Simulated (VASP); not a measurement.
# CdInS2 (P-3m1) in VASP: notebook, part 2 of 2

VASP 6.6.1. Earlier steps stand in the parts before.

**4. Single point, PBE (25.63 Å³/atom)**

Contents of INCAR:

```
  ALGO = Normal
  EDIFF = 1E-6
  ENCUT = 520
  GGA = PE
  ISIF = 2
  ISMEAR = 0
  LASPH = T
  LCHARG = F
  LREAL = F
  LWAVE = F
  NBANDS = 26
  NELM = 60
  PREC = Accurate
  SIGMA = 0.15
```

Contents of KPOINTS:

```
k-points
0
Gamma
  15 15 8
```

Contents of POSCAR:

```
CdInS2
1.0
    3.8278003245      0.0000000000      0.0000000000
   -1.9139001622      3.3149723216      0.0000000000
    0.0000000000      0.0000000000      8.0797209250
Cd In S
1 1 2
Direct
    0.0000000000      0.0000000000      0.0000000000
    0.0000000000      0.0000000000      0.5000000000
    0.6666666667      0.3333333333      0.7578554487
    0.3333333333      0.6666666667      0.2421445513
```

Potentials or basis: VASP PAW PBE potentials, release 64 (Cd, In_d, S).

Started as:

```
cat potpaw_PBE.64/Cd/POTCAR potpaw_PBE.64/In_d/POTCAR potpaw_PBE.64/S/POTCAR > POTCAR
mpirun -np 1 vasp_std > vasp.out
```

OUTCAR:

```text
EDIFF = 1E-6
   ENCUT = 520
   GGA = PE
   ISIF = 2
   ISMEAR = 0
   LASPH = T
   LREAL = F
   NELM = 60
   PREC = Accurate

 ion  position               nearest neighbor table
   1  0.000  0.000  0.000-   3 2.95   4 2.95   4 2.95   3 2.95   3 2.95   4 2.95
   2  0.000  0.000  0.500-   3 3.04   4 3.04   4 3.04   3 3.04   3 3.04   4 3.04
   3  0.667  0.333  0.758-   1 2.95   1 2.95   1 2.95   2 3.04   2 3.04   2 3.04
   4  0.333  0.667  0.242-   1 2.95   1 2.95   1 2.95   2 3.04   2 3.04   2 3.04

  LATTYP: Found a hexagonal cell.
 ALAT       =     3.8278003245
 C/A-ratio  =     2.1108000000

  Lattice vectors:

 A1 = (   3.8278003245,   0.0000000000,   0.0000000000)
 A2 = (  -1.9139001622,   3.3149723216,   0.0000000000)
 A3 = (   0.0000000000,   0.0000000000,   8.0797209250)

Analysis of symmetry for initial positions (statically):
=====================================================================
 Subroutine PRICEL returns:
 Original cell was already a primitive cell.

 Routine SETGRP: Setting up the symmetry group for a
 hexagonal supercell.

 Subroutine GETGRP returns: Found 12 space group operations
 (whereof 12 operations were pure point group operations)
 out of a pool of 24 trial point group operations.

The static configuration has the point symmetry D_3d.

Analysis of symmetry for dynamics (positions and initial velocities):
=====================================================================
 Subroutine PRICEL returns:
 Original cell was already a primitive cell.

 Routine SETGRP: Setting up the symmetry group for a
 hexagonal supercell.

 Subroutine GETGRP returns: Found 12 space group operations
 (whereof 12 operations were pure point group operations)
[... 120 lines left out ...]
   EFERMI =   0.00;   METHOD = LEGACY
   ISMEAR =     0;   SIGMA  =   0.15  broadening in eV -4-tet -1-fermi 0-gaus
   EFERMI_NEDOS =   21; number of points for ismear=-14 and -15
   IALGO  =     38    algorithm
   IMIX   =      4    mixing-type and parameters
     AMIX     =   0.40;   BMIX     =  1.00
     AMIX_MAG =   1.60;   BMIX_MAG =  1.00
  volume/ion in A,a.u.               =      25.63       172.97
  Fermi-wavevector in a.u.,A,eV,Ry     =   1.165557  2.202584 18.483833  1.358523
  Thomas-Fermi vector in A             =   2.302081
   LORBIT       =      0    0 simple, 1 ext, 2 COOP (PROOUT), +10 PAW based schemes
   GGA     = PE    functional components
   LHFCALC =     F    Hartree Fock is set to
   AEXX    =    0.0000 exact exchange contribution
   IVDW    =     0    specifies the selected vdW correction
   LEPSILON=     F    determine dielectric tensor
   LRPA    =     F    only Hartree local field effects (RPA)
 non-spin polarized calculation
 Gauss-broadening in eV      SIGMA  =   0.15
  energy-cutoff  :      520.00
  volume of cell :      102.52
 maximum number of plane-waves:      2790
   NGX = 15   NGY = 15   NGZ = 31

 number of electron      37.0000014 magnetization

 Free energy of the ion-electron system (eV)
  ---------------------------------------------------
  ext. energy  EPLUGINS =         0.00000000
  ---------------------------------------------------
  free energy    TOTEN  =       -12.13342337 eV

  energy without entropy =      -12.11542145  energy(sigma->0) =      -12.12442241

 E-fermi :   3.1981     XC(G=0):  -9.4236

 val. band max:        3.1963596272   @ k =   0.2000   0.0000   0.1250
 cond. band min:       3.2176376027   @ k =   0.3333   0.0667   0.5000
 fundamental gap:      0.0212779755
 Fermi energy:         3.1980990878

 k-point     1 :       0.0000    0.0000    0.0000
  band No.  band energies     occupation
      1     -10.9876      2.00000
      2     -10.9876      2.00000
      3     -10.9161      2.00000
      4     -10.8657      2.00000
      5     -10.8657      2.00000
      6      -9.1626      2.00000
[... 685 lines left out ...]
     25       9.0808      0.00000
     26      10.1559      0.00000

 [... further k-points ...]

------------------------ aborting loop because EDIFF is reached ----------------------------------------

  FORCE on cell =-STRESS in cart. coord.  units (eV):
  Direction    XX          YY          ZZ          XY          YZ          ZX
  --------------------------------------------------------------------------------------
  -------------------------------------------------------------------------------------
  Total       -1.0890078     -1.0890078    -10.8456976     -0.0000000      0.0000000      0.0000000
  in kB      -17.0182944    -17.0182944   -169.4893952     -0.0000000      0.0000000      0.0000000
  external PRESSURE =     -67.8419947 kB  Pullay stress =       0.0000000 kB

 VOLUME and BASIS-vectors are now :
 -----------------------------------------------------------------------------
  energy-cutoff  :      520.00
  volume of cell :      102.52
      direct lattice vectors                 reciprocal lattice vectors
     3.827800325  0.000000000  0.000000000     0.261246647  0.150830822  0.000000000
    -1.913900162  3.314972322  0.000000000     0.000000000  0.301661644  0.000000000
     0.000000000  0.000000000  8.079720925     0.000000000  0.000000000  0.123766651

 POSITION                                       TOTAL-FORCE (eV/Angst)
 -----------------------------------------------------------------------------------
      0.00000      0.00000      0.00000         0.000000      0.000000      0.000000
      0.00000      0.00000      4.03986         0.000000      0.000000      0.000000
      1.91390      1.10499      6.12326        -0.000000      0.000000      0.062135
     -0.00000      2.20998      1.95646         0.000000      0.000000     -0.062135
 -----------------------------------------------------------------------------------
    total drift:                               -0.000000      0.000000      0.000000

  FREE ENERGIE OF THE ION-ELECTRON SYSTEM (eV)
  ---------------------------------------------------
  free  energy   TOTEN  =       -12.1334233655 eV

  energy  without entropy=      -12.1154214504  energy(sigma->0) =      -12.12442241
```

OSZICAR:

```text
N       E                     dE             d eps       ncg     rms          rms(c)
DAV:   1     0.307561934628E+03    0.30756E+03   -0.17283E+04 10016   0.148E+03
DAV:   2     0.173201337075E+02   -0.29024E+03   -0.27916E+03 10388   0.376E+02
DAV:   3    -0.121828762655E+02   -0.29503E+02   -0.28811E+02 12346   0.119E+02
DAV:   4    -0.133230652514E+02   -0.11402E+01   -0.11317E+01 11482   0.230E+01
DAV:   5    -0.133586569848E+02   -0.35592E-01   -0.35575E-01 14000   0.433E+00    0.667E+00
DAV:   6    -0.121690389311E+02    0.11896E+01   -0.22322E+00 15706   0.174E+01    0.567E+00
DAV:   7    -0.121432241819E+02    0.25815E-01   -0.44452E-01 11396   0.354E+00    0.272E+00
DAV:   8    -0.121344414035E+02    0.87828E-02   -0.34514E-02 12000   0.156E+00    0.445E-01
DAV:   9    -0.121331809674E+02    0.12604E-02   -0.67958E-03 13946   0.649E-01    0.181E-01
DAV:  10    -0.121333181721E+02   -0.13720E-03   -0.67796E-04 10794   0.189E-01    0.863E-02
DAV:  11    -0.121334173099E+02   -0.99138E-04   -0.20536E-04 10550   0.966E-02    0.319E-02
DAV:  12    -0.121334229197E+02   -0.56097E-05   -0.11361E-05 14204   0.273E-02    0.125E-02
DAV:  13    -0.121334233655E+02   -0.44586E-06   -0.83788E-07  6190   0.597E-03
   1 F= -.12133423E+02 E0= -.12124422E+02  d E =-.180019E-01
```

Run time: 3.5 min. Hardware: 1 thread of Intel Xeon 6975P-C (Granite Rapids), shared host; peak memory 0.58 GiB.

What came out:

```
Free energy            : -12.1334 eV
Pressure               : -6.8 GPa
Largest force          : 0.062 eV/Å
Band gap on the k mesh : zero (an odd number of electrons rules out a gap without spin polarisation)
```

Forces on the atoms (eV/Å):
```
Cd   0.000  0.000  0.000
In   0.000  0.000  0.000
S    0.000  0.000  0.062
S    0.000  0.000 -0.062
```

Stress tensor (GPa, compression positive):
```
 -1.70   0.00   0.00
  0.00  -1.70   0.00
  0.00   0.00 -16.95
```

Levels at points of the mesh, in eV from the Fermi level:
| k point | band 15 | band 16 | band 17 | band 18 | band 19 | band 20 | band 21 | band 22 | band 23 | band 24 |
| --- | --- | --- | --- | --- | --- | --- | --- | --- | --- | --- |
| (0.00, 0.00, 0.00) | -2.25 | -0.51 | -0.51 | -0.28 | -0.28 | 3.41 | 3.48 | 6.35 | 6.35 | 6.77 |
| (0.00, 0.00, 0.50) | -0.43 | -0.43 | -0.35 | -0.35 | 0.37 | 1.18 | 5.21 | 5.27 | 6.34 | 6.34 |

Caveat: the stress differs along the axes, from -17 to -2 GPa; spin-orbit coupling is left out, which moves the levels of the heavy elements; an odd number of electrons without spin polarisation forces a metal; a magnetic or distorted state may lie lower.

**5. Summary**

```csv
cell,gap on the mesh (eV),pressure (GPa),largest force (eV/Å)
"a = 3.986, b = 3.986, c = 7.452 Å, angles 90.0, 90.0, 120.0°, 4 atoms",none,-6.6,0.06
"a = 4.322, b = 4.322, c = 6.339 Å, angles 90.0, 90.0, 120.0°, 4 atoms",none,-5.2,0.18
"a = 3.828, b = 3.828, c = 8.080 Å, angles 90.0, 90.0, 120.0°, 4 atoms",none,-6.8,0.06
```

Alike in all rows: task single point; level PBE; potentials or basis VASP PAW PBE potentials, release 64 (Cd, In_d, S); no spin polarisation; k mesh 15 × 15 × 8; cutoff (eV) 520; smearing gaussian 0.15 eV.

Caveats: spin-orbit coupling is left out, which moves the levels of the heavy elements; an odd number of electrons without spin polarisation forces a metal; a magnetic or distorted state may lie lower; the stress differs along the axes, from -11 to -5 GPa (at least some runs); the stress differs along the axes, from -8 to 0 GPa (at least some runs); the stress differs along the axes, from -17 to -2 GPa (at least some runs).

Total energies depend on the potentials used, so only differences within one code and one set of settings carry meaning.

The gap in the log of VASP goes by the Fermi energy; the results here count the filled bands.